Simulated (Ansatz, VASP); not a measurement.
# Te2Mo: VASP beside Ansatz

File INCAR:

```
  PREC = Accurate
  ENCUT = 450
  EDIFF = 1E-7
  ISMEAR = 0
  SIGMA = 0.01
  LREAL = False
  LASPH = True
  NELM = 120
  ALGO = Normal
  ISIF = 2
  LWAVE = False
  LCHARG = False
  GGA = PE
  IBRION = 2
  NSW = 80
  EDIFFG = -0.003
  GGA_COMPAT = False
  NELMIN = 4
```

File KPOINTS:

```
regular mesh
0
Gamma
  9 9 3
```

The input POSCAR:

```
Te2Mo
1.0
    3.5190000000      0.0000000000      0.0000000000
   -1.7595000000      3.0475433959      0.0000000000
    0.0000000000      0.0000000000     13.9640000000
Te Mo
4 2
Direct
    0.3333333333      0.6666666667      0.6250000000
    0.6666666667      0.3333333333      0.1250000000
    0.3333333333      0.6666666667      0.8750000000
    0.6666666667      0.3333333333      0.3750000000
    0.3333333333      0.6666666667      0.2500000000
    0.6666666667      0.3333333333      0.7500000000
```

Input for Ansatz:

```yaml
crystal:
  lattice:
    - [3.519, 0.0, 0.0]
    - [-1.7595, 3.0475433959, 0.0]
    - [0.0, 0.0, 13.964]
  atoms:
    - { symbol: Te, position: [0.3333333333, 0.6666666667, 0.625] }
    - { symbol: Te, position: [0.6666666667, 0.3333333333, 0.125] }
    - { symbol: Te, position: [0.3333333333, 0.6666666667, 0.875] }
    - { symbol: Te, position: [0.6666666667, 0.3333333333, 0.375] }
    - { symbol: Mo, position: [0.3333333333, 0.6666666667, 0.25] }
    - { symbol: Mo, position: [0.6666666667, 0.3333333333, 0.75] }
scf:
  occupations: { method: fixed }
output:
  forces: true
  stress: true
  eigenvalues: true
  write_density: true
  write_potential: true
  elf: true
  volumetric_format: npy
kpoints:
  mp_grid: { grid: [9, 9, 3] }
relax:
  f_tol: 0.003
  max_steps: 60
```

Alike in both runs: task relaxation of the atoms; functional PBE; k mesh 9 × 9 × 3; no spin polarisation.

|  | VASP | Ansatz |
| --- | --- | --- |
| version | VASP 6.6.1 | Ansatz 0.2.0 |
| potentials or method | VASP PAW PBE potentials, release 64 (Te, Mo_sv) | scalar-relativistic, plane waves, PAW |
| plane-wave cutoff (eV) | 450 | 420 |
| occupations | gaussian, width 0.01 eV | fixed |
| valence electrons in the cell | 52 | 92 |

```csv
,VASP,Ansatz,Ansatz less VASP
"gap on the k mesh at the Fermi level, each at its own relaxed structure (eV)",0.76,0.77,+0.006
```

VASP's potentials hold 52 valence electrons a cell and Ansatz's 92, so a difference there can come from the potentials and not from the codes. Ansatz's warnings: stress scf threshold loose.

Spin-orbit coupling is off throughout.
